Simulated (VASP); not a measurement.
# RbBr in VASP: a series of runs, part 2 of 2

VASP 6.6.1.

## (3) Single point, PBE (strain -3.0%)

Input file INCAR:

```
SYSTEM = RbBr
ALGO = Normal ; EDIFF = 1E-6
ENCUT = 520 ; GGA = PE
ISIF = 2 ; ISMEAR = -1
LASPH = .True. ; LCHARG = .True.
LELF = .True. ; LREAL = .False.
LVHAR = .True. ; LWAVE = .False.
NBANDS = 15 ; NELM = 60
PREC = Accurate ; SIGMA = 0.02
```

Input file KPOINTS:

```
k-points
0
Gamma
  6 6 6
  0 0 0
```

Input file POSCAR:

```
RbBr
1.0
    0.0000000000      3.3570011165      3.3570011165
    3.3570011165      0.0000000000      3.3570011165
    3.3570011165      3.3570011165      0.0000000000
Rb Br
1 1
Direct
    0.0000000000      0.0000000000      0.0000000000
    0.5000000000      0.5000000000      0.5000000000
```

Potentials or basis: VASP PAW PBE potentials, release 64 (Rb_sv, Br).

Launch:

```bash
> cat potpaw_PBE.64/Rb_sv/POTCAR potpaw_PBE.64/Br/POTCAR > POTCAR
> mpirun -np 1 vasp_std > vasp.out
```

OUTCAR:

```text
SYSTEM = RbBr
   EDIFF = 1E-6
   ENCUT = 520
   GGA = PE
   ISIF = 2
   ISMEAR = -1
   LASPH = .True.
   LREAL = .False.
   NELM = 60
   PREC = Accurate

 ion  position               nearest neighbor table
   1  0.000  0.000  0.000-   2 3.36   2 3.36   2 3.36   2 3.36   2 3.36   2 3.36
   2  0.500  0.500  0.500-   1 3.36   1 3.36   1 3.36   1 3.36   1 3.36   1 3.36

  LATTYP: Found a face centered cubic cell.
 ALAT       =     6.7140022330

  Lattice vectors:

 A1 = (   0.0000000000,   3.3570011165,   3.3570011165)
 A2 = (   3.3570011165,   0.0000000000,   3.3570011165)
 A3 = (   3.3570011165,   3.3570011165,   0.0000000000)

Analysis of symmetry for initial positions (statically):
=====================================================================
 Subroutine PRICEL returns:
 Original cell was already a primitive cell.

 Routine SETGRP: Setting up the symmetry group for a
 face centered cubic supercell.

 Subroutine GETGRP returns: Found 48 space group operations
 (whereof 48 operations were pure point group operations)
 out of a pool of 48 trial point group operations.

The static configuration has the point symmetry O_h .

Analysis of symmetry for dynamics (positions and initial velocities):
=====================================================================
 Subroutine PRICEL returns:
 Original cell was already a primitive cell.

 Routine SETGRP: Setting up the symmetry group for a
 face centered cubic supercell.

 Subroutine GETGRP returns: Found 48 space group operations
 (whereof 48 operations were pure point group operations)
 out of a pool of 48 trial point group operations.

The dynamic configuration has the point symmetry O_h .

 Subroutine INISYM returns: Found 48 space group operations
 (whereof 48 operations are pure point group operations),
 and found     1 'primitive' translations

----------------------------------------------------------------------------------------
[... 111 lines left out ...]
   AEXX    =    0.0000 exact exchange contribution
   IVDW    =     0    specifies the selected vdW correction
   LEPSILON=     F    determine dielectric tensor
   LRPA    =     F    only Hartree local field effects (RPA)
 non-spin polarized calculation
  energy-cutoff  :      520.00
  volume of cell :       75.66
 maximum number of plane-waves:      2085
   NGX = 17   NGY = 17   NGZ = 17

 number of electron      16.0000002 magnetization

 Free energy of the ion-electron system (eV)
  ---------------------------------------------------
  ext. energy  EPLUGINS =         0.00000000
  ---------------------------------------------------
  free energy    TOTEN  =        -6.04915208 eV

  energy without entropy =       -6.04915208  energy(sigma->0) =       -6.04915208

 E-fermi :  -1.0890     XC(G=0):  -7.4824

 val. band max:       -1.5047300007   @ k =   0.0000   0.0000   0.0000
 cond. band min:       3.0203746804   @ k =   0.0000   0.0000   0.0000
 fundamental gap:      4.5251046811
 Fermi energy:        -1.0889947338

 k-point     1 :       0.0000    0.0000    0.0000
  band No.  band energies     occupation
      1     -25.7965      2.00000
      2     -13.7520      2.00000
      3      -9.8787      2.00000
      4      -9.8787      2.00000
      5      -9.8787      2.00000
      6      -1.5047      2.00000
      7      -1.5047      2.00000
      8      -1.5047      2.00000
      9       3.0204      0.00000
     10       5.7829      0.00000
     11       5.7829      0.00000
     12       5.7829      0.00000
     13       6.7161      0.00000
     14       6.7161      0.00000
[... 257 lines left out ...]
      2     -13.7176      2.00000
      3     -10.0766      2.00000
      4     -10.0059      2.00000
      5      -9.8811      2.00000
      6      -1.9692      2.00000
      7      -1.9357      2.00000
      8      -1.7778      2.00000
      9       4.7933      0.00000
     10       6.6279      0.00000
     11       6.6304      0.00000
     12       7.6884      0.00000
     13       8.6969      0.00000
     14       9.6058      0.00000
     15      10.1842      0.00000

------------------------ aborting loop because EDIFF is reached ----------------------------------------

  FORCE on cell =-STRESS in cart. coord.  units (eV):
  Direction    XX          YY          ZZ          XY          YZ          ZX
  --------------------------------------------------------------------------------------
  -------------------------------------------------------------------------------------
  Total        1.0512865      1.0512865      1.0512865     -0.0000000     -0.0000000     -0.0000000
  in kB       22.2611316     22.2611316     22.2611316     -0.0000000     -0.0000000     -0.0000000
  external PRESSURE =      22.2611316 kB  Pullay stress =       0.0000000 kB

 VOLUME and BASIS-vectors are now :
 -----------------------------------------------------------------------------
  energy-cutoff  :      520.00
  volume of cell :       75.66
      direct lattice vectors                 reciprocal lattice vectors
     0.000000000  3.357001117  3.357001117    -0.148942459  0.148942459  0.148942459
     3.357001117  0.000000000  3.357001117     0.148942459 -0.148942459  0.148942459
     3.357001117  3.357001117  0.000000000     0.148942459  0.148942459 -0.148942459

 POSITION                                       TOTAL-FORCE (eV/Angst)
 -----------------------------------------------------------------------------------
      0.00000      0.00000      0.00000        -0.000000     -0.000000     -0.000000
      3.35700      3.35700      3.35700         0.000000      0.000000      0.000000
 -----------------------------------------------------------------------------------
    total drift:                                0.000000      0.000000      0.000000

  FREE ENERGIE OF THE ION-ELECTRON SYSTEM (eV)
  ---------------------------------------------------
  free  energy   TOTEN  =        -6.0491520819 eV

  energy  without entropy=       -6.0491520818  energy(sigma->0) =       -6.04915208
```

OSZICAR:

```text
N       E                     dE             d eps       ncg     rms          rms(c)
DAV:   1     0.813301345965E+02    0.81330E+02   -0.66973E+03   480   0.923E+02
DAV:   2    -0.749793030352E+00   -0.82080E+02   -0.75577E+02   675   0.164E+02
DAV:   3    -0.609687773752E+01   -0.53471E+01   -0.53185E+01   613   0.430E+01
DAV:   4    -0.625279311344E+01   -0.15592E+00   -0.15588E+00   719   0.672E+00
DAV:   5    -0.625389627761E+01   -0.11032E-02   -0.11032E-02   621   0.604E-01    0.329E+00
DAV:   6    -0.605192653526E+01    0.20197E+00   -0.25108E-01   592   0.236E+00    0.221E+00
DAV:   7    -0.603779538532E+01    0.14131E-01   -0.12251E-01   627   0.175E+00    0.104E+00
DAV:   8    -0.604834084091E+01   -0.10545E-01   -0.12564E-02   517   0.671E-01    0.978E-02
DAV:   9    -0.604873555306E+01   -0.39471E-03   -0.48871E-04   642   0.119E-01    0.652E-02
DAV:  10    -0.604914459913E+01   -0.40905E-03   -0.53554E-04   508   0.126E-01    0.212E-02
DAV:  11    -0.604914710868E+01   -0.25096E-05   -0.23684E-05   613   0.270E-02    0.572E-03
DAV:  12    -0.604915190299E+01   -0.47943E-05   -0.75056E-06   480   0.178E-02    0.992E-04
DAV:  13    -0.604915208185E+01   -0.17886E-06   -0.15497E-07   534   0.237E-03
   1 F= -.60491521E+01 E0= -.60491521E+01  d E =-.145405E-10
```

stdout:

```text
POSCAR found type information on POSCAR RbBr
 POSCAR found :  2 types and       2 ions
 scaLAPACK will be used
 LDA part: xc-table for (Slater+PW92), standard interpolation
 POSCAR, INCAR and KPOINTS ok, starting setup
 FFT: planning ... GRIDC
 FFT: planning ... GRID_SOFT
 FFT: planning ... GRID
 WAVECAR not read
 entering main loop
```

Wall time 29 s (1 thread of Intel Xeon 8259CL, shared host); peak memory 0.21 GiB.

What came out:

```
Free energy            : -6.0492 eV
Pressure               : 2.2 GPa
Band gap on the k mesh : 4.53 eV
```

Caveat: the cell differs from its parent crystal (strain -3.0%).

## (4) Single point, PBE

This run uses another cell than the first one, of 41.45 Å³/atom.

Input file INCAR:

```
SYSTEM = RbBr
PREC = Accurate
ENCUT = 520
EDIFF = 1E-6
ISMEAR = -1
SIGMA = 0.02
LREAL = .FALSE.
LASPH = .TRUE.
NELM = 80
ALGO = Normal
ISIF = 2
LWAVE = .FALSE.
LCHARG = .FALSE.
GGA = PE
NBANDS = 15
```

Input file KPOINTS:

```
Automatic mesh
0
G
  6 6 6
  0 0 0
```

Input file POSCAR:

```
RbBr
1.0
    0.0000000000      3.4608258933      3.4608258933
    3.4608258933      0.0000000000      3.4608258933
    3.4608258933      3.4608258933      0.0000000000
Rb Br
1 1
Direct
    0.0000000000      0.0000000000      0.0000000000
    0.5000000000      0.5000000000      0.5000000000
```

Potentials or basis: VASP PAW PBE potentials, release 64 (Rb_sv, Br).

Launch:

```bash
> cat potpaw_PBE.64/Rb_sv/POTCAR potpaw_PBE.64/Br/POTCAR > POTCAR
> mpirun -np 1 vasp_std > vasp.out
```

OUTCAR:

```text
SYSTEM = RbBr
   PREC = Accurate
   ENCUT = 520
   EDIFF = 1E-6
   ISMEAR = -1
   LREAL = .FALSE.
   LASPH = .TRUE.
   NELM = 80
   ISIF = 2
   GGA = PE

 ion  position               nearest neighbor table
   1  0.000  0.000  0.000-   2 3.46   2 3.46   2 3.46   2 3.46   2 3.46   2 3.46
   2  0.500  0.500  0.500-   1 3.46   1 3.46   1 3.46   1 3.46   1 3.46   1 3.46

  LATTYP: Found a face centered cubic cell.
 ALAT       =     6.9216517866

  Lattice vectors:

 A1 = (   0.0000000000,   3.4608258933,   3.4608258933)
 A2 = (   3.4608258933,   0.0000000000,   3.4608258933)
 A3 = (   3.4608258933,   3.4608258933,   0.0000000000)

Analysis of symmetry for initial positions (statically):
=====================================================================
 Subroutine PRICEL returns:
 Original cell was already a primitive cell.

 Routine SETGRP: Setting up the symmetry group for a
 face centered cubic supercell.

 Subroutine GETGRP returns: Found 48 space group operations
 (whereof 48 operations were pure point group operations)
 out of a pool of 48 trial point group operations.

The static configuration has the point symmetry O_h .

Analysis of symmetry for dynamics (positions and initial velocities):
=====================================================================
 Subroutine PRICEL returns:
 Original cell was already a primitive cell.

 Routine SETGRP: Setting up the symmetry group for a
 face centered cubic supercell.

 Subroutine GETGRP returns: Found 48 space group operations
 (whereof 48 operations were pure point group operations)
 out of a pool of 48 trial point group operations.

The dynamic configuration has the point symmetry O_h .

 Subroutine INISYM returns: Found 48 space group operations
 (whereof 48 operations are pure point group operations),
 and found     1 'primitive' translations

----------------------------------------------------------------------------------------

                                     Primitive cell

  volume of cell :      82.9028

  direct lattice vectors                    reciprocal lattice vectors
     0.000000000  3.460825893  3.460825893    -0.144474185  0.144474185  0.144474185
     3.460825893  0.000000000  3.460825893     0.144474185 -0.144474185  0.144474185
     3.460825893  3.460825893  0.000000000     0.144474185  0.144474185 -0.144474185

  length of vectors
     4.894346915  4.894346915  4.894346915     0.250236629  0.250236629  0.250236629

  position of ions in fractional coordinates (direct lattice)
     0.000000000  0.000000000  0.000000000
     0.500000000  0.500000000  0.500000000

  ion indices of the primitive-cell ions
   primitive index   ion index
                 1           1
                 2           2

----------------------------------------------------------------------------------------

 KPOINTS: Automatic mesh

Automatic generation of k-mesh.
 Grid dimensions read from file:
 generate k-points for:    6    6    6

 Generating k-lattice:

  Cartesian coordinates                     Fractional coordinates (reciprocal lattice)
    -0.024079031  0.024079031  0.024079031     0.166666667  0.000000000  0.000000000
[... 21 lines left out ...]
  0.333333  0.166667  0.000000     24.000000
[... 8 lines left out ...]
 -0.333333  0.333333  0.166667     24.000000
 -0.333333  0.500000  0.166667     12.000000
   k-points           NKPTS =     16   k-points in BZ     NKDIM =     16   number of bands    NBANDS=     15
   number of dos      NEDOS =    301   number of ions     NIONS =      2
   total plane-waves  NPLWV =  46656
   dimension x,y,z NGX =    36 NGY =   36 NGZ =   36
   dimension x,y,z NGXF=    72 NGYF=   72 NGZF=   72
   ions per type =               1   1
   NGX,Y,Z   is equivalent  to a cutoff of  12.23, 12.23, 12.23 a.u.
   NGXF,Y,Z  is equivalent  to a cutoff of  24.46, 24.46, 24.46 a.u.
 SYSTEM =  RbBr
   PREC   = accura    normal or accurate (medium, high low for compatibility)
   ISTART =      0    job   : 0-new  1-cont  2-samecut
   ICHARG =      2    charge: 1-file 2-atom 10-const
   ISPIN  =      1    spin polarized calculation?
   LNONCOLLINEAR =      F non collinear calculations
   LSORBIT =      F    spin-orbit coupling
   LASPH  =      T    aspherical Exc in radial PAW
   ENCUT  =  520.0 eV  38.22 Ry    6.18 a.u.   9.10  9.10  9.10*2*pi/ulx,y,z
   NELM   =     80;   NELMIN=  2; NELMDL= -5     # of ELM steps
   EDIFF  = 0.1E-05   stopping-criterion for ELM
   LREAL  =      F    real-space projection
   EDIFFG = 0.1E-04   stopping-criterion for IOM
   NSW    =      0    number of steps for IOM
   IBRION =     -1    ionic relax: 0-MD 1-quasi-New 2-CG
   NFREE  =      0    steps in history (QN), initial steepest desc. (CG)
   ISIF   =      2    stress and relaxation
   ISYM   =      2    0-nonsym 1-usesym 2-fastsym
   POTIM  = 0.5000    time-step for ionic-motion
   TEBEG  =    0.0;   TEEND  =   0.0 temperature during run
   PSTRESS=    0.0 pullay stress
   NELECT =      16.0000    total number of electrons
   NUPDOWN=      -1.0000    fix difference up-down
   EMIN   =  10.00;   EMAX   =-10.00  energy-range for DOS
   EFERMI =   0.00;   METHOD = LEGACY
   ISMEAR =    -1;   SIGMA  =   0.02  broadening in eV -4-tet -1-fermi 0-gaus
   EFERMI_NEDOS =   21; number of points for ismear=-14 and -15
   IALGO  =     38    algorithm
   IMIX   =      4    mixing-type and parameters
     AMIX     =   0.40;   BMIX     =  1.00
     AMIX_MAG =   1.60;   BMIX_MAG =  1.00
  volume/ion in A,a.u.               =      41.45       279.73
  Fermi-wavevector in a.u.,A,eV,Ry     =   0.946074  1.787820 12.177975  0.895056
  Thomas-Fermi vector in A             =   2.074037
   LORBIT       =      0    0 simple, 1 ext, 2 COOP (PROOUT), +10 PAW based schemes
   GGA     = PE    functional components
   LHFCALC =     F    Hartree Fock is set to
   AEXX    =    0.0000 exact exchange contribution
   IVDW    =     0    specifies the selected vdW correction
   LEPSILON=     F    determine dielectric tensor
   LRPA    =     F    only Hartree local field effects (RPA)
 non-spin polarized calculation
  energy-cutoff  :      520.00
  volume of cell :       82.90
 maximum number of plane-waves:      2252
   NGX = 19   NGY = 19   NGZ = 19

 number of electron      15.9999997 magnetization

 Free energy of the ion-electron system (eV)
  ---------------------------------------------------
  ext. energy  EPLUGINS =         0.00000000
  ---------------------------------------------------
  free energy    TOTEN  =        -6.10928889 eV

  energy without entropy =       -6.10928889  energy(sigma->0) =       -6.10928889

 E-fermi :  -1.4434     XC(G=0):  -7.1177

 val. band max:       -1.8613555025   @ k =   0.0000   0.0000   0.0000
 cond. band min:       2.4269702773   @ k =   0.0000   0.0000   0.0000
 fundamental gap:      4.2883257798
 Fermi energy:        -1.4434304283

 k-point     1 :       0.0000    0.0000    0.0000
  band No.  band energies     occupation
      1     -26.3383      2.00000
      2     -14.0136      2.00000
      3     -10.4127      2.00000
      4     -10.4127      2.00000
      5     -10.4127      2.00000
      6      -1.8614      2.00000
      7      -1.8614      2.00000
      8      -1.8614      2.00000
      9       2.4270      0.00000
     10       5.4087      0.00000
     11       5.4087      0.00000
     12       5.4087      0.00000
     13       6.2767      0.00000
     14       6.2767      0.00000
[... 257 lines left out ...]
      2     -13.9821      2.00000
      3     -10.5501      2.00000
      4     -10.5012      2.00000
      5     -10.4174      2.00000
      6      -2.2707      2.00000
      7      -2.2520      2.00000
      8      -2.1195      2.00000
      9       4.4494      0.00000
     10       5.8805      0.00000
     11       6.0516      0.00000
     12       6.9632      0.00000
     13       8.0266      0.00000
     14       8.8829      0.00000
     15       9.3262      0.00000

------------------------ aborting loop because EDIFF is reached ----------------------------------------

  FORCE on cell =-STRESS in cart. coord.  units (eV):
  Direction    XX          YY          ZZ          XY          YZ          ZX
  --------------------------------------------------------------------------------------
  -------------------------------------------------------------------------------------
  Total        0.2917668      0.2917668      0.2917668      0.0000000     -0.0000000     -0.0000000
  in kB        5.6386776      5.6386776      5.6386776      0.0000000     -0.0000000     -0.0000000
  external PRESSURE =       5.6386776 kB  Pullay stress =       0.0000000 kB

 VOLUME and BASIS-vectors are now :
 -----------------------------------------------------------------------------
  energy-cutoff  :      520.00
  volume of cell :       82.90
      direct lattice vectors                 reciprocal lattice vectors
     0.000000000  3.460825893  3.460825893    -0.144474185  0.144474185  0.144474185
     3.460825893  0.000000000  3.460825893     0.144474185 -0.144474185  0.144474185
     3.460825893  3.460825893  0.000000000     0.144474185  0.144474185 -0.144474185

 POSITION                                       TOTAL-FORCE (eV/Angst)
 -----------------------------------------------------------------------------------
      0.00000      0.00000      0.00000        -0.000000      0.000000      0.000000
      3.46083      3.46083      3.46083         0.000000     -0.000000     -0.000000
 -----------------------------------------------------------------------------------
    total drift:                                0.000000      0.000000      0.000000

  FREE ENERGIE OF THE ION-ELECTRON SYSTEM (eV)
  ---------------------------------------------------
  free  energy   TOTEN  =        -6.1092888907 eV

  energy  without entropy=       -6.1092888907  energy(sigma->0) =       -6.10928889
```

OSZICAR:

```text
N       E                     dE             d eps       ncg     rms          rms(c)
DAV:   1     0.826768353973E+02    0.82677E+02   -0.65962E+03   480   0.902E+02
DAV:   2    -0.365243392416E+00   -0.83042E+02   -0.76540E+02   645   0.164E+02
DAV:   3    -0.614738395669E+01   -0.57821E+01   -0.57557E+01   641   0.447E+01
DAV:   4    -0.633404610504E+01   -0.18666E+00   -0.18664E+00   683   0.697E+00
DAV:   5    -0.633538143851E+01   -0.13353E-02   -0.13353E-02   663   0.592E-01    0.277E+00
DAV:   6    -0.611377277862E+01    0.22161E+00   -0.27102E-01   564   0.235E+00    0.182E+00
DAV:   7    -0.609623025343E+01    0.17543E-01   -0.12579E-01   627   0.171E+00    0.933E-01
DAV:   8    -0.610839719850E+01   -0.12167E-01   -0.15131E-02   510   0.700E-01    0.107E-01
DAV:   9    -0.610884660313E+01   -0.44940E-03   -0.67111E-04   649   0.132E-01    0.695E-02
DAV:  10    -0.610928104402E+01   -0.43444E-03   -0.56054E-04   494   0.131E-01    0.273E-02
DAV:  11    -0.610928269077E+01   -0.16468E-05   -0.31897E-05   613   0.298E-02    0.967E-03
DAV:  12    -0.610928862968E+01   -0.59389E-05   -0.10257E-05   508   0.184E-02    0.124E-03
DAV:  13    -0.610928889071E+01   -0.26103E-06   -0.29018E-07   520   0.326E-03
   1 F= -.61092889E+01 E0= -.61092889E+01  d E =-.145242E-10
```

Wall time 31 s (1 thread of Intel Xeon 8259CL, shared host); peak memory 0.21 GiB.

What came out:

- Free energy: -6.1093 eV
- Pressure: 0.6 GPa
- Band gap on the k mesh: 4.29 eV

Levels at points of the mesh, in eV from the valence-band top:
```
           k point  band 4  band 5  band 6  band 7  band 8  band 9  band 10  band 11  band 12  band 13
(0.00, 0.00, 0.00)   -8.55   -8.55    0.00    0.00    0.00    4.29     7.27     7.27     7.27     8.14
(0.50, 0.00, 0.00)   -8.56   -8.51   -0.94   -0.33   -0.33    6.74     7.61     9.40     9.40    10.07
(0.50, 0.50, 0.00)   -8.62   -8.62   -0.47   -0.16   -0.16    5.64     7.02     9.05     9.15     9.32
```

## (5) Summary

```tsv
cell	k mesh	smearing	gap on the mesh (eV)	pressure (GPa)
a = 4.976 Å, angles 58.9°, 2 atoms	4 × 4 × 4	gaussian 0.01 eV	4.21	0.2
a = 4.748 Å, angles 60.0°, 2 atoms	6 × 6 × 6	fermi-dirac 0.02 eV	4.53	2.2
a = 4.894 Å, angles 60.0°, 2 atoms	6 × 6 × 6	fermi-dirac 0.02 eV	4.29	0.6
```

Alike in all rows: task single point; level PBE; potentials or basis VASP PAW PBE potentials, release 64 (Rb_sv, Br); no spin polarisation; cutoff (eV) 520.

Absolute energies hang on the potentials; compare differences alone.
